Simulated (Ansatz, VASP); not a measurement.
**MoS2: VASP beside Ansatz**

```
Mo S
1.0
     1.57157    0.90735    6.24935
    -1.57157    0.90735    6.24935
     0.00000   -1.81469    6.24935
Mo S
1 2
Direct
  0.00010 0.00010 0.00010
  0.25035 0.25035 0.25035
  0.41655 0.41655 0.41655
```

Change from the starting cell: z stretched by -0.5 %, x and y held.

Alike in both runs: functional PBEsol; k mesh 8 × 8 × 8; no spin polarisation.

Ansatz relaxed the structure, and its values are those at the end. VASP's run is a single point on that final structure, the one shown.

```csv
,VASP,Ansatz
version,VASP 6.6.1,Ansatz 0.2.0
potentials or method,"VASP PAW PBE potentials, release 64 (Mo_sv, S), cutoff 520 eV","all-electron LAPW, scalar-relativistic"
occupations,"gaussian, width 0.01 eV",fixed
```

Ansatz gave:

- gap on the k mesh at the Fermi level (eV): 1.08
- pressure (GPa): 0.1

**Question.** Estimate VASP's values.

**Answer.** gap on the k mesh at the Fermi level (eV): 1.09; pressure (GPa): 0.0.

VASP's potentials were made for PBE, not for PBEsol. Ansatz ran all-electron here, and VASP with PAW potentials.
